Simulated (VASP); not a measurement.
Input of a VASP 6.6.1 run:

Contents of INCAR:

```
SYSTEM = SiNi2
PREC     = Accurate       ! precision mode
ENCUT    = 520            ! plane-wave cutoff, eV
EDIFF    = 1E-6           ! SCF threshold, eV
ISMEAR   = -1             ! smearing method
SIGMA    = 0.05           ! smearing width, eV
LREAL    = Auto         
LASPH    = .TRUE.         ! aspherical terms in the spheres
NELM     = 80             ! most SCF steps
ALGO     = Normal         ! electronic algorithm
ISIF     = 2              ! what is computed and relaxed
LWAVE    = .FALSE.        ! write WAVECAR
LCHARG   = .FALSE.        ! write CHGCAR
GGA      = PE             ! functional
NBANDS   = 168            ! bands
```

File KPOINTS:

```
Automatic mesh
0
Gamma
  3 3 2
  0 0 0.5
```

The input POSCAR:

```
SiNi2
1.0
    5.9641014385     -3.4433755710      0.0000000000
   -5.9641014385     -3.4433755710      0.0000000000
    0.0000000000      0.0000000000    -10.1465877018
Si Ni
12 24
Direct
   -0.0007828569      0.3476729870      0.1221516077
    0.0006352125      0.2947586472      0.6324852442
    0.3292643634     -0.0059998873      0.1004862945
    0.3172636788     -0.0132312030      0.6180623658
    0.6503322290      0.6547592161      0.1346294971
    0.6693597422      0.6624882963      0.6247625494
    0.3475164890      0.3325864948      0.3768174200
    0.3170355132      0.3268817576      0.8680550801
    0.6655467800      1.0084460451      0.3698698627
    0.6874028766      0.9882005774      0.8782017425
    0.0071017086      0.6516774322      0.3829936836
   -0.0094778205      0.6603286945      0.8581665340
    0.6500357583      0.3152391388      0.4952628556
    0.6614005923      0.3426603731      1.0004564390
   -0.0088421734      0.9591814357      0.5063466804
   -0.0205442897      0.9942707772      1.0165964463
    0.3182152086      0.6160607464      0.5011384270
    0.3099803008      0.6722668954      0.9858074748
    0.3304508854      0.6591736646      0.2512658516
    0.3613063236      0.6880993905      0.7402605901
    0.6678271340      0.3083910945      0.2398105719
    0.6633814743      0.3277055941      0.7385742104
    0.9991367692      1.0219096884      0.2546631514
    0.9710293099      0.9814390926      0.7457204552
   -0.0124545459      0.3200971420      0.3725048372
    0.0024714069      0.3241331056      0.8789042447
    0.3337663475      0.0014738772      0.3578264050
    0.3517858562      0.0062741272      0.8680891802
    0.6607393089      0.6590795451      0.3894569402
    0.6500894915      0.6457984847      0.8753602946
    0.3302304695      0.3386744909      0.1252089902
    0.3328213130      0.3145629046      0.6266689045
    0.6554910741      0.9809810109      0.1367431141
    0.6476794710      0.9906312167      0.6054646331
    0.0105814081      0.6916675770      0.1378681229
    0.0009579236      0.6480497010      0.6318343850
```

Potentials or basis: VASP PAW PBE potentials, release 64 (Si, Ni).

Run with:

```console
$ cat potpaw_PBE.64/Si/POTCAR potpaw_PBE.64/Ni/POTCAR > POTCAR
$ mpirun -np 1 vasp_std > vasp.out
```

Problem. What does it give for the largest force?

Solution. 1.437 eV/Å.

Problem. Estimate the pressure.

Solution. -5.7 GPa.

Stress tensor (GPa, compression positive):
```
-6.92  0.76  0.06
 0.76 -5.68 -0.32
 0.06 -0.32 -4.39
```

Caveat: the cell stands under tension; the atoms stand as in a frame of molecular dynamics; forces of over 1 eV/Å act on the atoms, so gaps and moduli don't describe the material at rest. Spin polarisation is off, so any magnetic state and its effect on volume and gap are missing.
